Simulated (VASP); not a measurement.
# BeZn5Se6 (P-4m2) in VASP: single point with PBE

Aim: the single point of BeZn5Se6 with PBE.

All numbers are computed with VASP 6.6.1; they aren't measurements. Logs are shortened: lines on timing, memory, paths and dates and some standing lists are left out, and cuts for length are marked.

**1. The cell of the first run**

Symmetry: P-4m2, No. 115, tetragonal system. The conventional cell has a = 3.977 Å, b = 3.977 Å, c = 17.026 Å, α = 90.00°, β = 90.00°, γ = 90.00°. Be (site symmetry -4m2) has 4 Se at 2.31 Å within 3.1 Å. Zn (site symmetry 2mm) has 4 Se at 2.47 to 2.48 Å within 3.3 Å. Zn (site symmetry 2mm) has 4 Se at 2.47 Å within 3.3 Å. Within 3.3 Å of Zn (site symmetry -4m2) lie 4 Se at 2.47 Å. Se (site symmetry 2mm) has 4 Zn at 2.47 Å within 3.3 Å. Se (site symmetry 2mm) has 4 Zn at 2.47 Å within 3.3 Å. Se (site symmetry 2mm) has 2 Be at 2.31 Å and 2 Zn at 2.48 Å within 3.1 Å.

**2. Single point, PBE**

Input file INCAR:

```
  PREC = Accurate
  ENCUT = 520
  EDIFF = 1E-6
  ISMEAR = 0
  SIGMA = 0.02
  LREAL = F
  LASPH = T
  NELM = 80
  ALGO = Normal
  ISIF = 2
  LWAVE = F
  LCHARG = F
  GGA = PE
  NBANDS = 61
```

Input file KPOINTS:

```
Automatic mesh
0
Gamma
  8 8 2
```

Input file POSCAR:

```
BeZn5Se6
1.0
    3.9774399000      0.0000000000      0.0000000000
    0.0000000000      3.9774399000      0.0000000000
    0.0000000000      0.0000000000     17.0262316000
Be Zn Se
1 5 6
Direct
    0.5000000000      0.5000000000      0.5000000000
    0.0000000000      0.0000000000      0.6562410000
    0.5000000000      0.5000000000      0.8280950000
    0.0000000000      0.0000000000      0.0000000000
    0.5000000000      0.5000000000      0.1719050000
    0.0000000000      0.0000000000      0.3437590000
    0.5000000000      0.0000000000      0.7421470000
    0.0000000000      0.5000000000      0.9140430000
    0.5000000000      0.0000000000      0.0859570000
    0.0000000000      0.5000000000      0.2578530000
    0.5000000000      0.0000000000      0.4304250000
    0.0000000000      0.5000000000      0.5695750000
```

Potentials or basis: VASP PAW PBE potentials, release 64 (Be, Zn, Se).

Started as:

```sh
> cat potpaw_PBE.64/Be/POTCAR potpaw_PBE.64/Zn/POTCAR potpaw_PBE.64/Se/POTCAR > POTCAR
> mpirun -np 1 vasp_std > vasp.out
```

OUTCAR:

```text
PREC = Accurate
   ENCUT = 520
   EDIFF = 1E-6
   ISMEAR = 0
   LREAL = F
   LASPH = T
   NELM = 80
   ISIF = 2
   GGA = PE

 ion  position               nearest neighbor table
   1  0.500  0.500  0.500-  11 2.31  12 2.31  11 2.31  12 2.31
   2  0.000  0.000  0.656-   7 2.47   7 2.47  12 2.48  12 2.48
   3  0.500  0.500  0.828-   7 2.47   7 2.47   8 2.47   8 2.47
   4  0.000  0.000  0.000-   8 2.47   9 2.47   8 2.47   9 2.47
   5  0.500  0.500  0.172-  10 2.47  10 2.47   9 2.47   9 2.47
   6  0.000  0.000  0.344-  10 2.47  10 2.47  11 2.48  11 2.48
   7  0.500  0.000  0.742-   2 2.47   2 2.47   3 2.47   3 2.47
   8  0.000  0.500  0.914-   3 2.47   3 2.47   4 2.47   4 2.47
   9  0.500  0.000  0.086-   5 2.47   5 2.47   4 2.47   4 2.47
  10  0.000  0.500  0.258-   6 2.47   6 2.47   5 2.47   5 2.47
  11  0.500  0.000  0.430-   1 2.31   1 2.31   6 2.48   6 2.48
  12  0.000  0.500  0.570-   1 2.31   1 2.31   2 2.48   2 2.48

  LATTYP: Found a simple tetragonal cell.
 ALAT       =     3.9774399000
 C/A-ratio  =     4.2807011616

  Lattice vectors:

 A1 = (   3.9774399000,   0.0000000000,   0.0000000000)
 A2 = (   0.0000000000,   3.9774399000,   0.0000000000)
 A3 = (   0.0000000000,   0.0000000000,  17.0262316000)

Analysis of symmetry for initial positions (statically):
=====================================================================
 Subroutine PRICEL returns:
 Original cell was already a primitive cell.

 Routine SETGRP: Setting up the symmetry group for a
 simple tetragonal supercell.

 Subroutine GETGRP returns: Found  8 space group operations
 (whereof  8 operations were pure point group operations)
 out of a pool of 16 trial point group operations.

The static configuration has the point symmetry D_2d.

Analysis of symmetry for dynamics (positions and initial velocities):
=====================================================================
 Subroutine PRICEL returns:
 Original cell was already a primitive cell.

 Routine SETGRP: Setting up the symmetry group for a
 simple tetragonal supercell.

 Subroutine GETGRP returns: Found  8 space group operations
 (whereof  8 operations were pure point group operations)
 out of a pool of 16 trial point group operations.

The dynamic configuration has the point symmetry D_2d.

 Subroutine INISYM returns: Found  8 space group operations
 (whereof  8 operations are pure point group operations),
 and found     1 'primitive' translations

----------------------------------------------------------------------------------------

                                     Primitive cell

  volume of cell :     269.3555

  direct lattice vectors                    reciprocal lattice vectors
     3.977439900  0.000000000  0.000000000     0.251418004  0.000000000  0.000000000
     0.000000000  3.977439900  0.000000000     0.000000000  0.251418004  0.000000000
     0.000000000  0.000000000 17.026231600     0.000000000  0.000000000  0.058732902

  length of vectors
     3.977439900  3.977439900 17.026231600     0.251418004  0.251418004  0.058732902

  position of ions in fractional coordinates (direct lattice)
     0.500000000  0.500000000  0.500000000
     0.000000000  0.000000000  0.656241000
     0.500000000  0.500000000  0.828095000
     0.000000000  0.000000000  0.000000000
     0.500000000  0.500000000  0.171905000
     0.000000000  0.000000000  0.343759000
     0.500000000  0.000000000  0.742147000
     0.000000000  0.500000000  0.914043000
     0.500000000  0.000000000  0.085957000
     0.000000000  0.500000000  0.257853000
     0.500000000  0.000000000  0.430425000
     0.000000000  0.500000000  0.569575000

  ion indices of the primitive-cell ions
   primitive index   ion index
                 1           1
                 2           2
                 3           3
                 4           4
                 5           5
                 6           6
                 7           7
                 8           8
                 9           9
                10          10
                11          11
                12          12

----------------------------------------------------------------------------------------

 KPOINTS: Automatic mesh

Automatic generation of k-mesh.
 Grid dimensions read from file:
 generate k-points for:    8    8    2

 Generating k-lattice:

  Cartesian coordinates                     Fractional coordinates (reciprocal lattice)
     0.031427250  0.000000000  0.000000000     0.125000000  0.000000000  0.000000000
     0.000000000  0.031427250  0.000000000     0.000000000  0.125000000  0.000000000
     0.000000000  0.000000000  0.029366451     0.000000000  0.000000000  0.500000000

  Length of vectors
     0.031427250  0.031427250  0.029366451

  Shift w.r.t. Gamma in fractional coordinates (k-lattice)
     0.000000000  0.000000000  0.000000000

 Subroutine IBZKPT returns following result:
 ===========================================

 Found     30 irreducible k-points:

 Following reciprocal coordinates:
            Coordinates               Weight
  0.000000  0.000000  0.000000      1.000000
  0.125000  0.000000  0.000000      4.000000
  0.250000  0.000000  0.000000      4.000000
  0.375000  0.000000  0.000000      4.000000
  0.500000  0.000000  0.000000      2.000000
  0.125000  0.125000  0.000000      4.000000
[... 16 lines left out ...]
  0.375000  0.125000  0.500000      8.000000
  0.500000  0.125000  0.500000      4.000000
 [... further k-points ...]
   k-points           NKPTS =     30   k-points in BZ     NKDIM =     30   number of bands    NBANDS=     61
   number of dos      NEDOS =    301   number of ions     NIONS =     12
   total plane-waves  NPLWV = 115200
   dimension x,y,z NGX =    30 NGY =   30 NGZ =  128
   dimension x,y,z NGXF=    60 NGYF=   60 NGZF=  256
   ions per type =               1   5   6
   NGX,Y,Z   is equivalent  to a cutoff of  12.54, 12.54, 12.50 a.u.
   NGXF,Y,Z  is equivalent  to a cutoff of  25.08, 25.08, 25.00 a.u.
 SYSTEM =  unknown system
   PREC   = accura    normal or accurate (medium, high low for compatibility)
   ISTART =      0    job   : 0-new  1-cont  2-samecut
   ICHARG =      2    charge: 1-file 2-atom 10-const
   ISPIN  =      1    spin polarized calculation?
   LNONCOLLINEAR =      F non collinear calculations
   LSORBIT =      F    spin-orbit coupling
   LASPH  =      T    aspherical Exc in radial PAW
   ENCUT  =  520.0 eV  38.22 Ry    6.18 a.u.   7.40  7.40 31.66*2*pi/ulx,y,z
   NELM   =     80;   NELMIN=  2; NELMDL= -5     # of ELM steps
   EDIFF  = 0.1E-05   stopping-criterion for ELM
   LREAL  =      F    real-space projection
   EDIFFG = 0.1E-04   stopping-criterion for IOM
   NSW    =      0    number of steps for IOM
   IBRION =     -1    ionic relax: 0-MD 1-quasi-New 2-CG
   NFREE  =      0    steps in history (QN), initial steepest desc. (CG)
   ISIF   =      2    stress and relaxation
   ISYM   =      2    0-nonsym 1-usesym 2-fastsym
   POTIM  = 0.5000    time-step for ionic-motion
   TEBEG  =    0.0;   TEEND  =   0.0 temperature during run
   PSTRESS=    0.0 pullay stress
   NELECT =      98.0000    total number of electrons
   NUPDOWN=      -1.0000    fix difference up-down
   EMIN   =  10.00;   EMAX   =-10.00  energy-range for DOS
   EFERMI =   0.00;   METHOD = LEGACY
   ISMEAR =     0;   SIGMA  =   0.02  broadening in eV -4-tet -1-fermi 0-gaus
   EFERMI_NEDOS =   21; number of points for ismear=-14 and -15
   IALGO  =     38    algorithm
   IMIX   =      4    mixing-type and parameters
     AMIX     =   0.40;   BMIX     =  1.00
     AMIX_MAG =   1.60;   BMIX_MAG =  1.00
  volume/ion in A,a.u.               =      22.45       151.48
  Fermi-wavevector in a.u.,A,eV,Ry     =   1.168714  2.208549 18.584096  1.365892
  Thomas-Fermi vector in A             =   2.305197
   LORBIT       =      0    0 simple, 1 ext, 2 COOP (PROOUT), +10 PAW based schemes
   GGA     = PE    functional components
   LHFCALC =     F    Hartree Fock is set to
   AEXX    =    0.0000 exact exchange contribution
   IVDW    =     0    specifies the selected vdW correction
   LEPSILON=     F    determine dielectric tensor
   LRPA    =     F    only Hartree local field effects (RPA)
 non-spin polarized calculation
 Gauss-broadening in eV      SIGMA  =   0.02
  energy-cutoff  :      520.00
  volume of cell :      269.36
 maximum number of plane-waves:      7343
 NGX is ok and might be reduce to    30
   NGX = 15   NGY = 15   NGZ = 63

 number of electron      98.0000166 magnetization

 Free energy of the ion-electron system (eV)
  ---------------------------------------------------
  ext. energy  EPLUGINS =         0.00000000
  ---------------------------------------------------
  free energy    TOTEN  =       -38.80635186 eV

  energy without entropy =      -38.80635186  energy(sigma->0) =      -38.80635186

 E-fermi :   1.7515     XC(G=0):  -9.2152

 val. band max:        1.6523108999   @ k =   0.0000   0.0000   0.0000
 cond. band min:       3.1012359614   @ k =   0.0000   0.0000   0.0000
 fundamental gap:      1.4489250616
 Fermi energy:         1.7515187336

 k-point     1 :       0.0000    0.0000    0.0000
  band No.  band energies     occupation
      1     -11.5780      2.00000
      2     -11.3453      2.00000
      3     -11.2600      2.00000
      4     -10.8214      2.00000
      5     -10.7208      2.00000
      6     -10.4167      2.00000
[... 53 lines left out ...]
     60       6.4429      0.00000
     61       7.2544      0.00000

 k-point     2 :       0.1250    0.0000    0.0000
  band No.  band energies     occupation
      1     -11.5078      2.00000
      2     -11.2859      2.00000
      3     -11.2047      2.00000
      4     -10.7937      2.00000
      5     -10.6995      2.00000
      6     -10.4193      2.00000
[... 1397 lines left out ...]
     60       7.6116      0.00000
     61       7.7372      0.00000

 k-point    24 :       0.5000    0.1250    0.5000
  band No.  band energies     occupation
      1     -10.7278      2.00000
      2     -10.7099      2.00000
      3     -10.7048      2.00000
      4     -10.7046      2.00000
      5     -10.6957      2.00000
      6     -10.6941      2.00000
[... 53 lines left out ...]
     60       7.5664      0.00000
     61       7.6192      0.00000

 [... further k-points ...]
[... 5 lines left out ...]
  --------------------------------------------------------------------------------------
  -------------------------------------------------------------------------------------
  Total        0.3655396      0.3655396      0.3665850      0.0000000      0.0000000      0.0000000
  in kB        2.1742989      2.1742989      2.1805167      0.0000000      0.0000000      0.0000000
  external PRESSURE =       2.1763715 kB  Pullay stress =       0.0000000 kB

 VOLUME and BASIS-vectors are now :
 -----------------------------------------------------------------------------
  energy-cutoff  :      520.00
  volume of cell :      269.36
      direct lattice vectors                 reciprocal lattice vectors
     3.977439900  0.000000000  0.000000000     0.251418004  0.000000000  0.000000000
     0.000000000  3.977439900  0.000000000     0.000000000  0.251418004  0.000000000
     0.000000000  0.000000000 17.026231600     0.000000000  0.000000000  0.058732902

 POSITION                                       TOTAL-FORCE (eV/Angst)
 -----------------------------------------------------------------------------------
      1.98872      1.98872      8.51312        -0.000000     -0.000000      0.000000
      0.00000      0.00000     11.17331        -0.000000     -0.000000      0.000465
      1.98872      1.98872     14.09934        -0.000000     -0.000000     -0.000119
      0.00000      0.00000      0.00000        -0.000000      0.000000      0.000000
      1.98872      1.98872      2.92689        -0.000000      0.000000      0.000119
      0.00000      0.00000      5.85292         0.000000      0.000000     -0.000465
      1.98872      0.00000     12.63597         0.000000     -0.000000      0.000161
      0.00000      1.98872     15.56271        -0.000000      0.000000     -0.000043
      1.98872      0.00000      1.46352        -0.000000     -0.000000      0.000043
      0.00000      1.98872      4.39026        -0.000000     -0.000000     -0.000161
      1.98872      0.00000      7.32852        -0.000000      0.000000      0.005681
      0.00000      1.98872      9.69772        -0.000000     -0.000000     -0.005681
 -----------------------------------------------------------------------------------
    total drift:                                0.000000      0.000000      0.000000

  FREE ENERGIE OF THE ION-ELECTRON SYSTEM (eV)
  ---------------------------------------------------
  free  energy   TOTEN  =       -38.8063518612 eV

  energy  without entropy=      -38.8063518612  energy(sigma->0) =      -38.80635186
```

It took 23 min on 1 thread of Intel Xeon 8259CL, shared host; peak memory 0.56 GiB.

What came out:

| Item | Value |
| --- | --- |
| Free energy | -38.8064 eV |
| Pressure | 0.2 GPa |
| Largest force | 0.006 eV/Å |
| Band gap on the k mesh | 1.45 eV |

Forces on the atoms (eV/Å):
```
Be   0.000  0.000  0.000
Zn   0.000  0.000  0.000
Zn   0.000  0.000  0.000
Zn   0.000  0.000  0.000
Zn   0.000  0.000  0.000
Zn   0.000  0.000  0.000
Se   0.000  0.000  0.000
Se   0.000  0.000  0.000
Se   0.000  0.000  0.000
Se   0.000  0.000  0.000
Se   0.000  0.000  0.006
Se   0.000  0.000 -0.006
```

Levels at points of the mesh, in eV from the valence-band top:
| k point | band 47 | band 48 | band 49 | band 50 | band 51 | band 52 |
| --- | --- | --- | --- | --- | --- | --- |
| (0.00, 0.00, 0.00) | -0.14 | 0.00 | 0.00 | 1.45 | 2.68 | 3.33 |
| (0.50, 0.00, 0.00) | -0.74 | -0.73 | -0.73 | 2.93 | 2.97 | 3.00 |
| (0.50, 0.50, 0.00) | -2.17 | -2.17 | -2.09 | 2.94 | 2.94 | 3.25 |
| (0.00, 0.00, 0.50) | -0.27 | -0.14 | -0.14 | 2.02 | 2.39 | 2.79 |
| (0.50, 0.00, 0.50) | -0.75 | -0.73 | -0.73 | 2.53 | 2.68 | 3.70 |
| (0.50, 0.50, 0.50) | -2.26 | -2.26 | -2.18 | 3.33 | 3.33 | 3.39 |
